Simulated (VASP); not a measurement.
# Al32H (a cell with a defect) in VASP: a series of runs, part 2 of 2

VASP 6.6.1. Earlier steps stand in the parts before.

## Step 3: Single point, PBE

Input file INCAR:

```
  PREC = Accurate
  ENCUT = 520
  EDIFF = 1E-6
  ISMEAR = 0
  SIGMA = 0.05
  LREAL = Auto
  LASPH = T
  NELM = 60
  ALGO = Normal
  ISIF = 2
  LWAVE = F
  LCHARG = F
  GGA = PE
  NBANDS = 70
```

Input file KPOINTS:

```
regular mesh
0
Gamma
  2 2 2
```

Input file POSCAR:

```
Al32H
1.0
    8.1000000000      0.0000000000      0.0000000000
    0.0000000000      8.1000000000      0.0000000000
    0.0000000000      0.0000000000      8.1000000000
Al H
32 1
Direct
    0.4978554321     -0.0031417284      0.0006407407
    0.7499202469      0.2503827160      0.0020682716
    0.7515944444     -0.0015438272      0.2483676543
   -0.0023679012      0.0008790123      0.0023285185
    0.2524055556      0.2486013580      0.0024381481
    0.4978628395      0.4977117284     -0.0005433333
    0.7470709877      0.7535581481      0.0032618519
    0.2506166667     -0.0031480247      0.2478593827
    0.4993527160      0.2495439506      0.2493614815
    0.7437675309      0.4972214815      0.2561709877
    0.4983525926     -0.0015438272      0.5016018519
    0.7505959259      0.2495393827      0.5006123457
    0.7520911111     -0.0031418519      0.7493314815
   -0.0219137037      0.5056485185      0.0219450617
    0.2496807407      0.7505207407     -0.0002785185
   -0.0020927160      0.2503680247      0.2500428395
    0.2494437037      0.4977162963      0.2479027160
    0.4976134568      0.7508150617      0.2476239506
   -0.0006672840     -0.0031493827      0.5021137037
    0.2520414815      0.2503723457      0.4999306173
    0.5061781481      0.4972213580      0.4938060494
    0.7523311111      0.7508172840      0.5023469136
    0.2523109877      0.0008783951      0.7476407407
    0.5000245679      0.2503809877      0.7479023457
    0.7520809877      0.4977097531      0.7505160494
   -0.0032848148      0.7535727160      0.2529064198
    0.0005003704      0.4977159259      0.5020695062
    0.2532343210      0.7535714815      0.4970695062
   -0.0024600000      0.2486006173      0.7475333333
    0.2718627160      0.5056496296      0.7280374074
    0.5028779012      0.7535595062      0.7467122222
    0.0002655556      0.7505224691      0.7502511111
    0.1249376543      0.4339338272      0.8749551852
```

Potentials or basis: VASP PAW PBE potentials, release 64 (Al, H).

On the command line:

```console
$ cat potpaw_PBE.64/Al/POTCAR potpaw_PBE.64/H/POTCAR > POTCAR
$ mpirun -np 1 vasp_std > vasp.out
```

Run time: 3.3 min. Hardware: 1 thread of Intel Xeon 6975P-C (Granite Rapids), shared host; peak memory 0.56 GiB.

Results (log left out):

```
Free energy            : -122.3480 eV
Pressure               : 1.0 GPa
Largest force          : 0.477 eV/Å
Band gap on the k mesh : zero (an odd number of electrons rules out a gap without spin polarisation)
```

Forces on the atoms (eV/Å):
```
Al   0.006  0.000  0.014
Al   0.017  0.023  0.009
Al  -0.007  0.024  0.008
Al   0.007  0.029 -0.006
Al   0.020  0.016  0.021
Al  -0.013  0.006 -0.007
Al   0.002  0.022  0.000
Al   0.014  0.000  0.006
Al   0.015  0.007  0.015
Al   0.016  0.003 -0.015
Al   0.008  0.024 -0.008
Al  -0.015  0.007 -0.014
Al  -0.006  0.000 -0.015
Al   0.044  0.063 -0.045
Al  -0.018 -0.015 -0.018
Al  -0.009  0.022 -0.017
Al  -0.007  0.005 -0.013
Al  -0.007  0.012 -0.007
Al  -0.014  0.000 -0.006
Al   0.009  0.022  0.017
Al  -0.015  0.003  0.015
Al   0.006  0.011  0.007
Al  -0.006  0.029  0.006
Al  -0.017  0.023 -0.009
Al   0.013  0.006  0.007
Al   0.000  0.022 -0.003
Al   0.007  0.006  0.013
Al   0.000  0.022  0.003
Al  -0.020  0.016 -0.020
Al  -0.043  0.063  0.045
Al  -0.002  0.022  0.000
Al   0.017 -0.015  0.018
H    0.000 -0.477  0.000
```

Stress tensor (GPa, compression positive):
```
 0.99  0.00 -0.60
 0.00  1.06  0.00
-0.60  0.00  0.98
```

Levels at points of the mesh, in eV from the Fermi level:
```tsv
k point	band 45	band 46	band 47	band 48	band 49	band 50	band 51	band 52
(0.00, 0.00, 0.00)	-0.34	0.45	0.47	0.47	0.48	0.55	0.60	1.01
(0.50, 0.00, 0.00)	-0.30	-0.07	-0.05	-0.03	0.04	0.06	0.08	0.16
(0.00, 0.50, 0.00)	-0.43	-0.09	-0.04	-0.02	0.04	0.07	0.09	0.12
(0.00, 0.00, 0.50)	-0.30	-0.07	-0.05	-0.03	0.04	0.06	0.08	0.16
(0.50, 0.50, 0.00)	-0.10	-0.09	-0.07	-0.05	0.76	1.08	1.08	1.15
(0.00, 0.50, 0.50)	-0.10	-0.09	-0.07	-0.05	0.76	1.08	1.08	1.15
(0.50, 0.00, 0.50)	-0.30	-0.08	-0.07	-0.04	0.78	1.09	1.12	1.13
(0.50, 0.50, 0.50)	-0.41	-0.40	-0.39	-0.39	-0.39	-0.37	-0.36	-0.36
```

Caveat: the k points lie up to 0.39 Å⁻¹ apart, too coarse for converged energies and pressures of a metal.

## Step 4: Single point, PBE

Input file INCAR:

```
PREC = Accurate ; ENCUT = 520
EDIFF = 1E-7 ; ISMEAR = 0
SIGMA = 0.05 ; LREAL = Auto
LASPH = True ; NELM = 100
ALGO = Normal ; ISIF = 2
LWAVE = False ; LCHARG = False
GGA = PE ; NBANDS = 70
```

KPOINTS is that of step 3.

Input file POSCAR:

```
Al32H
1.0
    8.1000000000      0.0000000000      0.0000000000
    0.0000000000      8.1000000000      0.0000000000
    0.0000000000      0.0000000000      8.1000000000
Al H
32 1
Direct
    0.4988560494     -0.0035240741      0.0011404938
    0.7510054321      0.2513603704      0.0016088889
    0.7515696296     -0.0008748148      0.2483466667
   -0.0016413580      0.0014081481      0.0015670370
    0.2551872840      0.2464843210      0.0052396296
    0.4977627160      0.4972739506     -0.0000761728
    0.7472225926      0.7539039506      0.0031093827
    0.2510975309     -0.0035306173      0.2488785185
    0.5000524691      0.2501429630      0.2500777778
    0.7454480247      0.4969760494      0.2544571605
    0.4983171605     -0.0008748148      0.5016086420
    0.7498341975      0.2501404938      0.4998786420
    0.7510296296     -0.0035253086      0.7488162963
   -0.0170704938      0.5073912346      0.0170308642
    0.2494271605      0.7491558025     -0.0005191358
   -0.0016783951      0.2513549383      0.2489139506
    0.2498850617      0.4972781481      0.2478074074
    0.4974137037      0.7501398765      0.2474432099
   -0.0012091358     -0.0035322222      0.5010770370
    0.2515655556      0.2513574074      0.5010429630
    0.5044380247      0.4969758025      0.4955018519
    0.7524717284      0.7501402469      0.5025128395
    0.2515259259      0.0014079012      0.7483881481
    0.4988796296      0.2513590123      0.7483465432
    0.7521230864      0.4972724691      0.7500332099
   -0.0031711111      0.7539130864      0.2527020988
    0.0000001235      0.4972776543      0.5021497531
    0.2530595062      0.7539127160      0.4972564198
   -0.0053058025      0.2464787654      0.7447119753
    0.2669576543      0.5073912346      0.7329307407
    0.5026650617      0.7539043210      0.7468488889
    0.0004592593      0.7491569136      0.7504761728
    0.1249288889      0.4023741975      0.8749665432
```

On the command line:

```console
$ cat potpaw_PBE.64/Al/POTCAR potpaw_PBE.64/H/POTCAR > POTCAR
$ mpirun -np 1 vasp_std > vasp.out
```

It took 4 min on 1 thread of Intel Xeon 6975P-C (Granite Rapids), shared host; peak memory 0.56 GiB.

The run converged. Its results:

| Quantity | Value |
| --- | --- |
| Free energy | -122.4628 eV |
| Pressure | 0.9 GPa |
| Largest force | 0.262 eV/Å |
| Band gap on the k mesh | zero (an odd number of electrons rules out a gap without spin polarisation) |

Forces in eV/Å, atoms in the order of the input:
```
Al   0.011  0.001  0.012
Al   0.013  0.018  0.004
Al   0.000  0.019  0.001
Al   0.004  0.016 -0.004
Al   0.024 -0.004  0.024
Al  -0.008  0.001 -0.005
Al   0.006  0.012 -0.003
Al   0.012  0.002  0.011
Al   0.013  0.007  0.013
Al   0.016  0.005 -0.016
Al   0.000  0.019 -0.001
Al  -0.012  0.007 -0.013
Al  -0.011  0.001 -0.013
Al   0.043  0.026 -0.044
Al  -0.009 -0.015 -0.009
Al  -0.003  0.017 -0.013
Al  -0.005  0.001 -0.008
Al  -0.005  0.010 -0.005
Al  -0.013  0.002 -0.011
Al   0.004  0.018  0.014
Al  -0.016  0.005  0.016
Al   0.005  0.010  0.005
Al  -0.004  0.016  0.005
Al  -0.013  0.017 -0.003
Al   0.008  0.002  0.005
Al   0.003  0.013 -0.007
Al   0.005  0.002  0.008
Al  -0.003  0.013  0.006
Al  -0.023 -0.004 -0.023
Al  -0.044  0.027  0.044
Al  -0.006  0.012  0.003
Al   0.009 -0.016  0.009
H    0.000 -0.262  0.000
```

Stress tensor (GPa, compression positive):
```
 0.80  0.00 -0.33
 0.00  1.16  0.00
-0.33  0.00  0.80
```

Levels at points of the mesh, in eV from the Fermi level:
| k point | band 46 | band 47 | band 48 | band 49 | band 50 | band 51 |
| --- | --- | --- | --- | --- | --- | --- |
| (0.00, 0.00, 0.00) | 0.47 | 0.48 | 0.49 | 0.54 | 0.54 | 0.58 |
| (0.50, 0.00, 0.00) | -0.06 | -0.04 | -0.03 | 0.06 | 0.06 | 0.08 |
| (0.00, 0.50, 0.00) | -0.08 | -0.03 | -0.03 | 0.01 | 0.06 | 0.09 |
| (0.00, 0.00, 0.50) | -0.06 | -0.04 | -0.03 | 0.06 | 0.06 | 0.08 |
| (0.50, 0.50, 0.00) | -0.10 | -0.07 | -0.05 | 0.77 | 1.08 | 1.09 |
| (0.00, 0.50, 0.50) | -0.10 | -0.07 | -0.05 | 0.77 | 1.08 | 1.09 |
| (0.50, 0.00, 0.50) | -0.08 | -0.06 | -0.05 | 0.71 | 1.11 | 1.12 |
| (0.50, 0.50, 0.50) | -0.39 | -0.39 | -0.38 | -0.38 | -0.37 | -0.37 |

Caveat: the k points lie up to 0.39 Å⁻¹ apart, too coarse for converged energies and pressures of a metal.

## Step 5: Single point, PBE

Input file INCAR:

```
PREC = Accurate
ENCUT = 520
EDIFF = 1E-7
ISMEAR = 0
SIGMA = 0.05
LREAL = Auto
LASPH = T
NELM = 80
ALGO = Normal
ISIF = 2
LWAVE = F
LCHARG = F
GGA = PE
NBANDS = 70
```

Input file KPOINTS:

```
Automatic mesh
0
Gamma
  2 2 2
```

Input file POSCAR:

```
Al32H
1.0
    8.1000000000      0.0000000000      0.0000000000
    0.0000000000      8.1000000000      0.0000000000
    0.0000000000      0.0000000000      8.1000000000
Al H
32 1
Direct
    0.4995433333      0.0028816049      0.0008061728
    0.7470216049      0.2461659259      0.0027106173
    0.7514754321     -0.0001555556      0.2485822222
   -0.0012500000     -0.0017239506      0.0015376543
    0.2490062963      0.2506997531     -0.0009465432
    0.4981669136      0.5018045679     -0.0003743210
    0.7509923457      0.7484039506      0.0015960494
    0.2507230864      0.0028874074      0.2493780247
    0.4976669136      0.2497816049      0.2474909877
    0.7452881481      0.5018429630      0.2547527160
    0.4987676543     -0.0001561728      0.5014633333
    0.7525743210      0.2497802469      0.5025566667
    0.7507019753      0.0028712346      0.7492493827
   -0.0170814815      0.4917708642      0.0173780247
    0.2550049383      0.7536734568      0.0050464198
   -0.0023954321      0.2461151852      0.2530608642
    0.2496267901      0.5018037037      0.2480488889
    0.5006745679      0.7496341975      0.2504880247
   -0.0004665432      0.0028841975      0.5006750617
    0.2526492593      0.2461190123      0.4969949383
    0.5049524691      0.5018437037      0.4953018519
    0.7495764198      0.7496297531      0.4995707407
    0.2514904938     -0.0017248148      0.7485086420
    0.5032172840      0.2461702469      0.7473364198
    0.7520685185      0.5018067901      0.7504209877
   -0.0013100000      0.7484472840      0.2491274074
    0.0006096296      0.5017976543      0.5019904938
    0.2515580247      0.7484539506      0.5009180247
    0.0012320988      0.2506979012      0.7509924691
    0.2673000000      0.4917904938      0.7326719753
    0.4992458025      0.7484064198      0.7484479012
   -0.0047492593      0.7536537037      0.7449993827
    0.1250840741      0.5996548148      0.8750079012
```

On the command line:

```console
$ cat potpaw_PBE.64/Al/POTCAR potpaw_PBE.64/H/POTCAR > POTCAR
$ mpirun -np 1 vasp_std > vasp.out
```

It took 4.6 min on 1 thread of AMD EPYC 9R45 (Zen 5), shared host; peak memory 0.52 GiB.

It converged, with:

```yaml
Free_energy: -122.4652 eV
Pressure: 0.9 GPa
Largest_force: 0.213 eV/Å
Band_gap_on_the_k_mesh: zero (an odd number of electrons rules out a gap without spin polarisation)
```

Forces in eV/Å, atoms in the order of the input:
```
Al  -0.003  0.015  0.020
Al   0.009 -0.037  0.012
Al   0.009  0.007 -0.008
Al   0.001 -0.011 -0.001
Al   0.004  0.001  0.003
Al  -0.014  0.016  0.006
Al   0.020 -0.027  0.005
Al   0.021  0.015 -0.002
Al  -0.009 -0.027 -0.008
Al   0.022  0.012 -0.022
Al  -0.008  0.008  0.008
Al   0.008 -0.027  0.008
Al   0.002  0.014 -0.021
Al   0.069  0.006 -0.066
Al   0.036  0.002  0.036
Al  -0.011 -0.036 -0.008
Al   0.007  0.016 -0.014
Al   0.005 -0.031  0.003
Al  -0.022  0.015  0.002
Al   0.012 -0.036  0.009
Al  -0.022  0.011  0.022
Al  -0.003 -0.030 -0.003
Al   0.000 -0.011  0.000
Al  -0.010 -0.036 -0.010
Al   0.014  0.017 -0.006
Al  -0.007 -0.029 -0.022
Al  -0.007  0.017  0.014
Al   0.006 -0.028  0.021
Al  -0.003  0.000 -0.003
Al  -0.068  0.006  0.068
Al  -0.021 -0.028 -0.005
Al  -0.037  0.002 -0.037
H    0.000  0.213  0.000
```

Stress tensor (GPa, compression positive):
```
 0.80  0.00 -0.30
 0.00  1.25  0.00
-0.30  0.00  0.76
```

Levels at points of the mesh, in eV from the Fermi level:
| k point | band 46 | band 47 | band 48 | band 49 | band 50 | band 51 |
| --- | --- | --- | --- | --- | --- | --- |
| (0.00, 0.00, 0.00) | 0.47 | 0.48 | 0.48 | 0.54 | 0.54 | 0.58 |
| (0.50, 0.00, 0.00) | -0.05 | -0.03 | -0.03 | 0.04 | 0.05 | 0.06 |
| (0.00, 0.50, 0.00) | -0.08 | -0.02 | -0.01 | 0.02 | 0.04 | 0.08 |
| (0.00, 0.00, 0.50) | -0.05 | -0.03 | -0.03 | 0.04 | 0.05 | 0.06 |
| (0.50, 0.50, 0.00) | -0.10 | -0.07 | -0.05 | 0.76 | 1.08 | 1.09 |
| (0.00, 0.50, 0.50) | -0.10 | -0.07 | -0.05 | 0.76 | 1.09 | 1.10 |
| (0.50, 0.00, 0.50) | -0.08 | -0.07 | -0.05 | 0.72 | 1.11 | 1.13 |
| (0.50, 0.50, 0.50) | -0.40 | -0.39 | -0.39 | -0.39 | -0.38 | -0.38 |

Caveat: the k points lie up to 0.39 Å⁻¹ apart, too coarse for converged energies and pressures of a metal.

## Step 6: Summary

```csv
cell,gap on the mesh (eV),pressure (GPa),largest force (eV/Å)
"as given, atomic positions A",none,1.1,0.38
"as given, atomic positions B",none,1.0,0.48
"as given, atomic positions C",none,0.9,0.26
"as given, atomic positions D",none,0.9,0.21
```

Alike in all rows: task single point; level PBE; potentials or basis VASP PAW PBE potentials, release 64 (Al, H); no spin polarisation; k mesh 2 × 2 × 2; cutoff (eV) 520; smearing gaussian 0.05 eV.

Caveats: all runs use coarse meshes.

Total energies depend on the potentials used, so only differences within one code and one set of settings carry meaning.
